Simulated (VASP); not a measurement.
Crystal: SnO.

```
Sn O
1.0
     3.71674    0.00000    0.00000
     0.00000    3.71674    0.00000
     0.00000    0.00000    4.81935
Sn O
2 2
Direct
  0.00000 0.50000 0.24339
  0.50000 0.00000 0.75661
  0.50000 0.50000 0.00000
  0.00000 0.00000 0.00000
```

This cell differs from its parent crystal: epitaxial xy strain -2.0%.

Base run:

- Program: VASP 6.6.1
- Functional: r2SCAN
- Potentials or basis: VASP PAW PBE potentials, release 64 (Sn_d, O)
- Cutoff: 520 eV
- k mesh: 6 × 6 × 6
- Occupations: fermi-dirac, width 0.02 eV
- Spin: no spin polarisation

Its results: band gap on the k mesh zero (band 20 reaches 8.12 eV, above the bottom of band 21 at 7.76 eV); pressure 4.6 GPa; largest force 0.134 eV/Å.

Q: The run is repeated on the same cell with these changes: functional from r2SCAN to PBE; further incar settings from ALGO = Normal; EDIFF = 1e-06; NBANDS = 28 to ALGO = Normal; EDIFF = 1e-07; NBANDS = 28. What comes out?

A: Band gap on the k mesh zero (band 20 reaches 8.11 eV, above the bottom of band 21 at 7.68 eV); pressure 8.6 GPa; largest force 0.611 eV/Å.

Caveats: spin-orbit coupling is left out, which moves the levels of the heavy elements; the PAW data sets were made with another functional, which shifts forces and pressure a little (some runs).
